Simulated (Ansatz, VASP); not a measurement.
## Si5O in VASP and in Ansatz

INCAR

```
SYSTEM = Si5O
PREC = Accurate
ENCUT = 520
EDIFF = 1E-6
ISMEAR = 0
SIGMA = 0.1
LREAL = .False.
LASPH = .True.
NELM = 60
ALGO = Normal
ISIF = 2
LWAVE = .False.
LCHARG = .False.
GGA = PE
NBANDS = 22
```

KPOINTS

```
Automatic mesh
0
Gamma
  6 6 4
  0 0 0
```

The input POSCAR:

```
Si5O
1.0
    4.6828033400      0.0000000000      0.0000000000
   -2.3414016700      4.0554266600      0.0000000000
    0.0000000000      0.0000000000      4.9093602700
Si O
5 1
Direct
    0.6929031400      0.0000000000      0.0000000000
    0.0000000000      0.6929031400      0.0000000000
    0.3070968600      0.3070968600      0.0000000000
    0.3333333300      0.6666666700      0.0000000000
    0.6666666700      0.3333333300      0.0000000000
    0.0000000000      0.0000000000      0.0000000000
```

Input for Ansatz:

```yaml
crystal:
  lattice:
    - [4.68280334, 0.0, 0.0]
    - [-2.34140167, 4.05542666, 0.0]
    - [0.0, 0.0, 4.90936027]
  atoms:
    - { symbol: Si, position: [0.69290314, 0.0, 0.0] }
    - { symbol: Si, position: [0.0, 0.69290314, 0.0] }
    - { symbol: Si, position: [0.30709686, 0.30709686, 0.0] }
    - { symbol: Si, position: [0.33333333, 0.66666667, 0.0] }
    - { symbol: Si, position: [0.66666667, 0.33333333, 0.0] }
    - { symbol: O, position: [0.0, 0.0, 0.0] }
basis:
  ecutwfc: 420
kpoints:
  mp_grid: { grid: [6, 6, 4] }
hamiltonian:
  xc: pbe
scf:
  occupations: { method: gaussian, width: 0.1 }
  lower_state_search: "off"
output:
  forces: true
  stress: true
  eigenvalues: true
```

Alike in both runs: task single point; functional PBE; k mesh 6 × 6 × 4; occupations gaussian, width 0.1 eV; no spin polarisation.

```csv
,VASP,Ansatz
version,VASP 6.6.1,Ansatz 0.2.0
potentials or method,"VASP PAW PBE potentials, release 64 (Si, O), cutoff 520 eV","scalar-relativistic, plane waves, PAW"
valence electrons in the cell,26,26
```

|  | VASP | Ansatz | Ansatz less VASP |
| --- | --- | --- | --- |
| gap on the k mesh at the Fermi level (eV) | none | none | - |
| rms of the force components (eV/Å) | 5.581 | 5.590 | +0.0088 |

Atom by atom the forces differ by 0.009 eV/Å (rms over components). A gap of «none» marks a metal or a gap that the smearing closes. With one functional, cell and mesh, what is left measures potentials, basis and numerics.
